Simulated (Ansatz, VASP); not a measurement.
# In in VASP and in Ansatz

```
In
1.0
     3.39019    0.00000    0.00000
     0.00000    4.78450    0.00000
     0.00000    0.00000   26.86568
In
8
Direct
  0.50000 0.50000 0.28383
  0.00000 0.00000 0.34156
  0.50000 0.50000 0.40790
  0.00000 0.00000 0.46756
  0.50000 0.50000 0.53244
  0.00000 0.00000 0.59210
  0.50000 0.50000 0.65844
  0.00000 0.00000 0.71617
```

Alike in both runs: functional PBE; k mesh 10 × 7 × 1; occupations gaussian, width 0.1 eV; no spin polarisation.

Ansatz relaxed the structure, and its values are those at the end. VASP's run is a single point on that final structure, the one shown.

```csv
,VASP,Ansatz
version,VASP 6.6.1,Ansatz 0.2.0
potentials or method,"VASP PAW PBE potentials, release 64 (In_d), cutoff 520 eV","scalar-relativistic, plane waves, PAW"
valence electrons in the cell,104,104
```

```csv
,VASP,Ansatz,Ansatz less VASP
gap on the k mesh at the Fermi level (eV),none,none,-
"work function, face that differs most (eV)",3.84,3.84,+0.002
```

A gap of «none» marks a metal or a gap that the smearing closes. Ansatz's warnings: xc potential rough in thin density.
